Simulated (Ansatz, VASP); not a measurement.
Two plane-wave programs on BaTiO3

```xyz
5
Lattice="3.5111 0.0000 0.0000 0.0000 3.5111 0.0000 0.0000 0.0000 5.2667" Properties=species:S:1:pos:R:3 pbc="T T T"
Ba    0.0000    0.0000    0.0000
Ti    1.7556    1.7556    2.6334
O     1.7556    1.7556    0.0000
O     1.7556    0.0000    2.6334
O     0.0000    1.7556    2.6334
```

Alike in both runs: task single point; functional PBE; k mesh 8 × 8 × 8; occupations gaussian, width 0.05 eV; no spin polarisation.

```csv
,VASP,Ansatz
version,VASP 6.6.1,Ansatz 0.2.0
potentials or method,"VASP PAW PBE potentials, release 64 (Ba_sv, Ti_sv, O), cutoff 520 eV","scalar-relativistic, plane waves, PAW"
valence electrons in the cell,40,40
```

|  | VASP | Ansatz | Ansatz less VASP |
| --- | --- | --- | --- |
| gap on the k mesh at the Fermi level (eV) | 0.85 | 0.97 | +0.114 |
| least direct gap on the mesh (eV) | 1.55 | 1.73 | +0.181 |

Neither program's run includes spin-orbit coupling.
